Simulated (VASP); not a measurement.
Set up this calculation in VASP 6.6.1, as the native input.

```yaml
Task: single point
Functional: PBE
Potentials_or_basis: VASP PAW PBE potentials, release 64 (Mn_pv, Sb)
Cutoff: 520 eV
k_mesh: 14 × 14 × 14
Occupations: gaussian, width 0.1 eV
Spin: collinear spin, ferromagnetic start
Starting_moments: "[4.0, 0.0] μB"
Dipole_correction: no
Further_INCAR_settings: ALGO = Normal; EDIFF = 1e-06; NBANDS = 20
```

The structure of MnSb lies in POSCAR:

```
MnSb
1.0
    0.0000000000      2.7886416284      2.7886416284
    2.7886416284      0.0000000000      2.7886416284
    2.7886416284      2.7886416284      0.0000000000
Mn Sb
1 1
Direct
    0.0000000000      0.0000000000      0.0000000000
    0.5000000000      0.5000000000      0.5000000000
```

These files were run (other wordings do the same):

INCAR

```
PREC = Accurate
ENCUT = 520
EDIFF = 1E-6
ISMEAR = 0
SIGMA = 0.1
LREAL = False
LASPH = True
NELM = 150
ALGO = Normal
ISIF = 2
LWAVE = False
LCHARG = False
ISPIN = 2
MAGMOM = 4 0
LORBIT = 11
LMAXMIX = 4
GGA = PE
NBANDS = 20
```

KPOINTS

```
regular mesh
0
Gamma
  14 14 14
```

Potentials or basis: VASP PAW PBE potentials, release 64 (Mn_pv, Sb).

The run is started by

```sh
$ cat potpaw_PBE.64/Mn_pv/POTCAR potpaw_PBE.64/Sb/POTCAR > POTCAR
$ mpirun -np 1 vasp_std > vasp.out
```

Results of the run:

```json
{"Pressure": "0.0 GPa", "Net moment": "3.82 μB per cell", "Site moments": "Mn +3.74; Sb -0.10 μB", "Valence electrons inside the program's atomic spheres": "Mn 11.47; Sb 2.48"}
```

Caveat: a cell with one magnetic atom can't hold antiferromagnetic order, which such compounds often take.

It took 120 s on 1 thread of Intel(R) Xeon(R) 6975P-C (Granite Rapids) (shared host), peak memory 0.28 GiB.
